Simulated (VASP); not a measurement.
# Cs (I4_1/amd) in VASP: a series of runs, part 3 of 3

VASP 6.6.1. Earlier steps stand in the parts before.

**5. Electric field gradients, LDA (volume scaled by 1.06)**

File INCAR:

```
SYSTEM = Cs
ALGO = Normal
EDIFF = 1E-8
ENCUT = 520
GGA = CA
ISIF = 2
ISMEAR = -1
LASPH = .TRUE.
LCHARG = .FALSE.
LEFG = .TRUE.
LREAL = .FALSE.
LWAVE = .FALSE.
NBANDS = 16
NELM = 60
PREC = Accurate
SIGMA = 0.03
```

File KPOINTS:

```
k-points
0
G
  9 9 9
  0 0 0
```

File POSCAR:

```
Cs
1.0
   -2.6039344366      2.6039344366      9.7842727390
    2.6039344366     -2.6039344366      9.7842727390
    2.6039344366      2.6039344366     -9.7842727390
Cs
2
Direct
    0.2500000000      0.7500000000      0.5000000000
    0.5000000000      0.5000000000      0.0000000000
```

Potentials or basis: VASP PAW LDA potentials, release 64 (Cs_sv).

Launch:

```console
$ cat potpaw_LDA.64/Cs_sv/POTCAR > POTCAR
$ mpirun -np 1 vasp_std > vasp.out
```

OUTCAR:

```text
SYSTEM = Cs
   EDIFF = 1E-8
   ENCUT = 520
   GGA = CA
   ISIF = 2
   ISMEAR = -1
   LASPH = .TRUE.
   LREAL = .FALSE.
   NELM = 60
   PREC = Accurate

 ion  position               nearest neighbor table
   1  0.250  0.750  0.500-
   2  0.500  0.500  0.000-

  LATTYP: Found a body centered tetragonal cell.
 ALAT       =     5.2078688732
 C/A-ratio  =     3.7574958115

  Lattice vectors:

 A1 = (  -2.6039344366,   2.6039344366,   9.7842727390)
 A2 = (   2.6039344366,  -2.6039344366,   9.7842727390)
 A3 = (   2.6039344366,   2.6039344366,  -9.7842727390)

Analysis of symmetry for initial positions (statically):
=====================================================================
 Subroutine PRICEL returns:
 Original cell was already a primitive cell.

 Routine SETGRP: Setting up the symmetry group for a
 body centered tetragonal supercell.

 Subroutine GETGRP returns: Found 16 space group operations
 (whereof  8 operations were pure point group operations)
 out of a pool of 16 trial point group operations.

The static configuration has the point symmetry D_2d.
 The point group associated with its full space group is D_4h.

Analysis of symmetry for dynamics (positions and initial velocities):
=====================================================================
 Subroutine PRICEL returns:
 Original cell was already a primitive cell.

 Routine SETGRP: Setting up the symmetry group for a
 body centered tetragonal supercell.

 Subroutine GETGRP returns: Found 16 space group operations
 (whereof  8 operations were pure point group operations)
 out of a pool of 16 trial point group operations.

The dynamic configuration has the point symmetry D_2d.
 The point group associated with its full space group is D_4h.

 Subroutine INISYM returns: Found 16 space group operations
 (whereof  8 operations are pure point group operations),
 and found     1 'primitive' translations

----------------------------------------------------------------------------------------

                                     Primitive cell

  volume of cell :     265.3680

  direct lattice vectors                    reciprocal lattice vectors
    -2.603934437  2.603934437  9.784272739     0.000000000  0.192017123  0.051102418
     2.603934437 -2.603934437  9.784272739     0.192017123  0.000000000  0.051102418
     2.603934437  2.603934437 -9.784272739     0.192017123  0.192017123  0.000000000

  length of vectors
    10.454326479 10.454326479 10.454326479     0.198700863  0.198700863  0.271553220

  position of ions in fractional coordinates (direct lattice)
     0.250000000  0.750000000  0.500000000
     0.500000000  0.500000000  0.000000000

  ion indices of the primitive-cell ions
   primitive index   ion index
                 1           1
                 2           2

----------------------------------------------------------------------------------------

 KPOINTS: k-points

Automatic generation of k-mesh.
[... 68 lines left out ...]
   EDIFFG = 0.1E-06   stopping-criterion for IOM
   NSW    =      0    number of steps for IOM
   IBRION =     -1    ionic relax: 0-MD 1-quasi-New 2-CG
   NFREE  =      0    steps in history (QN), initial steepest desc. (CG)
   ISIF   =      2    stress and relaxation
   ISYM   =      2    0-nonsym 1-usesym 2-fastsym
   POTIM  = 0.5000    time-step for ionic-motion
   TEBEG  =    0.0;   TEEND  =   0.0 temperature during run
   PSTRESS=    0.0 pullay stress
   NELECT =      18.0000    total number of electrons
   NUPDOWN=      -1.0000    fix difference up-down
   EMIN   =  10.00;   EMAX   =-10.00  energy-range for DOS
   EFERMI =   0.00;   METHOD = LEGACY
   ISMEAR =    -1;   SIGMA  =   0.03  broadening in eV -4-tet -1-fermi 0-gaus
   EFERMI_NEDOS =   21; number of points for ismear=-14 and -15
   IALGO  =     38    algorithm
   IMIX   =      4    mixing-type and parameters
     AMIX     =   0.40;   BMIX     =  1.00
     AMIX_MAG =   1.60;   BMIX_MAG =  1.00
  volume/ion in A,a.u.               =     132.68       895.40
  Fermi-wavevector in a.u.,A,eV,Ry     =   0.667651  1.261677  6.064902  0.445758
  Thomas-Fermi vector in A             =   1.742323
   LORBIT       =      0    0 simple, 1 ext, 2 COOP (PROOUT), +10 PAW based schemes
   GGA     = CA    functional components
   LHFCALC =     F    Hartree Fock is set to
   AEXX    =    0.0000 exact exchange contribution
   IVDW    =     0    specifies the selected vdW correction
   LEPSILON=     F    determine dielectric tensor
   LRPA    =     F    only Hartree local field effects (RPA)
 non-spin polarized calculation
  energy-cutoff  :      520.00
  volume of cell :      265.37
 maximum number of plane-waves:      7205
 NGX is ok and might be reduce to    80
   NGX = 39   NGY = 39   NGZ = 39

 number of electron      18.0000000 magnetization

 Free energy of the ion-electron system (eV)
  ---------------------------------------------------
  ext. energy  EPLUGINS =         0.00000000
  ---------------------------------------------------
  free energy    TOTEN  =        -1.78519850 eV

  energy without entropy =       -1.77837991  energy(sigma->0) =       -1.78178920

 E-fermi :  -0.0314     XC(G=0):  -5.1724

 val. band max:       -0.0613879558   @ k =   0.2222   0.2222   0.1111
 cond. band min:      -0.0210732584   @ k =  -0.3333   0.3333   0.1111
 fundamental gap:      0.0403146975
 Fermi energy:        -0.0314037585

 k-point     1 :       0.0000    0.0000    0.0000
  band No.  band energies     occupation
      1     -23.9972      2.00000
      2     -23.9939      2.00000
      3     -10.8383      2.00000
      4     -10.7436      2.00000
      5     -10.7406      2.00000
      6     -10.7406      2.00000
[... 433 lines left out ...]
      3     -10.8419      2.00000
      4     -10.8413      2.00000
      5     -10.8363      2.00000
      6     -10.8356      2.00000
[... 8 lines left out ...]
     15       2.1690      0.00000
     16       2.1941      0.00000

 [... further k-points ...]
[... 5 lines left out ...]
  --------------------------------------------------------------------------------------
  -------------------------------------------------------------------------------------
  Total       -0.5502512     -0.5502512     -0.7482183      0.0000000      0.0000000      0.0000000
  in kB       -3.3221785     -3.3221785     -4.5174177      0.0000000      0.0000000      0.0000000
  external PRESSURE =      -3.7205916 kB  Pullay stress =       0.0000000 kB

 VOLUME and BASIS-vectors are now :
 -----------------------------------------------------------------------------
  energy-cutoff  :      520.00
  volume of cell :      265.37
      direct lattice vectors                 reciprocal lattice vectors
    -2.603934437  2.603934437  9.784272739     0.000000000  0.192017123  0.051102418
     2.603934437 -2.603934437  9.784272739     0.192017123  0.000000000  0.051102418
     2.603934437  2.603934437 -9.784272739     0.192017123  0.192017123  0.000000000

 POSITION                                       TOTAL-FORCE (eV/Angst)
 -----------------------------------------------------------------------------------
      2.60393     -0.00000      4.89214         0.000000      0.000000     -0.000000
      0.00000      0.00000      9.78427        -0.000000     -0.000000      0.000000
 -----------------------------------------------------------------------------------
    total drift:                                0.000000     -0.000000      0.000000

  FREE ENERGIE OF THE ION-ELECTRON SYSTEM (eV)
  ---------------------------------------------------
  free  energy   TOTEN  =        -1.7851984951 eV

  energy  without entropy=       -1.7783799117  energy(sigma->0) =       -1.78178920

 Electric field gradients (V/A^2)
---------------------------------------------------------------------
 ion       V_xx      V_yy      V_zz      V_xy      V_xz      V_yz
---------------------------------------------------------------------
   1       2.189     2.189    -4.378    -0.000    -0.000    -0.000
   2       2.189     2.189    -4.378    -0.000    -0.000    -0.000
---------------------------------------------------------------------

 Electric field gradients after diagonalization (V/A^2)
 (convention: |V_zz| > |V_xx| > |V_yy|)
----------------------------------------------------------------------
 ion       V_xx      V_yy      V_zz     asymmetry (V_yy - V_xx)/ V_zz
----------------------------------------------------------------------
   1       2.189     2.189    -4.378       0.000
   2       2.189     2.189    -4.378       0.000
----------------------------------------------------------------------

           NMR quadrupolar parameters

 Cq : quadrupolar parameter    Cq=e*Q*V_zz/h
 eta: asymmetry parameters     (V_yy - V_xx)/ V_zz
 Q  : nuclear electric quadrupole moment in mb (millibarn)
----------------------------------------------------------------------
 ion       Cq(MHz)       eta       Q (mb)
----------------------------------------------------------------------
   1      -0.011       0.000       1.000
   2      -0.011       0.000       1.000
----------------------------------------------------------------------
```

stdout:

```text
POSCAR found type information on POSCAR Cs
 POSCAR found :  1 types and       2 ions
 scaLAPACK will be used
 LDA part: xc-table for (Slater(with rela. corr.)+CA(PZ))
 , standard interpolation
 POSCAR, INCAR and KPOINTS ok, starting setup
 FFT: planning ... GRIDC
 FFT: planning ... GRID_SOFT
 FFT: planning ... GRID
 WAVECAR not read
 entering main loop
ion   1

ion   2
```

It took 13 min on 1 thread of Oxide Virtual Turin-like, shared host; peak memory 0.75 GiB.

Results:

```yaml
Free_energy: -1.7852 eV
Pressure: -0.4 GPa
Band_gap_on_the_k_mesh: zero (band 9 reaches 0.58 eV, above the bottom of band 10 at -0.98 eV)
```

Electric field gradients, principal values (V/Å²):
| atom | least | middle | greatest (by size) |
| --- | --- | --- | --- |
| 1 Cs | 2.189 | 2.189 | -4.378 |
| 2 Cs | 2.189 | 2.189 | -4.378 |

Caveat: without QUAD_EFG the Cq values of the log hold for a quadrupole moment of 1 mb, not for the nuclei; spin-orbit coupling is left out, which moves the levels of the heavy elements.

**6. Overview**

```tsv
cell	gap on the mesh (eV)	pressure (GPa)
a = 10.046 Å, angles 151.2, 151.2, 41.2°, 2 atoms	none	-0.3
a = 10.184 Å, angles 151.2, 151.2, 41.2°, 2 atoms	none	-0.3
a = 10.321 Å, angles 151.2, 151.2, 41.2°, 2 atoms	none	-0.3
a = 10.454 Å, angles 151.2, 151.2, 41.2°, 2 atoms	none	-0.4
```

Alike in all rows: task electric field gradients; level LDA; potentials or basis VASP PAW LDA potentials, release 64 (Cs_sv); no spin polarisation; k mesh 9 × 9 × 9; cutoff (eV) 520; smearing fermi-dirac 0.03 eV.

Caveats: spin-orbit coupling is left out, which moves the levels of the heavy elements.

Absolute energies hang on the potentials; compare differences alone.
